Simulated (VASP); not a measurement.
Crystal: Nb.

```
Nb
1.0
     6.61715    0.00000    0.00000
     0.00000    6.61715    0.00000
     0.00000    0.00000    6.61715
Nb
16
Direct
  0.00000 0.00000 0.00000
  0.25000 0.25000 0.25000
  0.00000 0.00000 0.50000
  0.25000 0.25000 0.75000
  0.00000 0.50000 0.00000
  0.25000 0.75000 0.25000
  0.00000 0.50000 0.50000
  0.25000 0.75000 0.75000
  0.50000 0.00000 0.00000
  0.75000 0.25000 0.25000
  0.50000 0.00000 0.50000
  0.75000 0.25000 0.75000
  0.50000 0.50000 0.00000
  0.75000 0.75000 0.25000
  0.50000 0.50000 0.50000
  0.75000 0.75000 0.75000
```

Base run:

- Program: VASP 6.6.1
- Functional: PBE
- Potentials or basis: VASP PAW PBE potentials, release 64 (Nb_sv)
- Cutoff: 520 eV
- k mesh: 5 × 5 × 5
- Occupations: methfessel-paxton, width 0.1 eV
- Spin: no spin polarisation

Its results: band gap on the k mesh zero (bands 104 and 105 overlap by 1.83 eV); pressure 0.0 GPa.

The run is repeated on the same cell with these changes: functional from PBE to r2SCAN; k mesh from 5 × 5 × 5 to 3 × 3 × 3. What comes out?

Band gap on the k mesh zero (bands 104 and 105 overlap by 1.45 eV); pressure -2.5 GPa.

Several settings changed at once.

Caveats: the PAW data sets were made with another functional, which shifts forces and pressure a little (at least some runs).
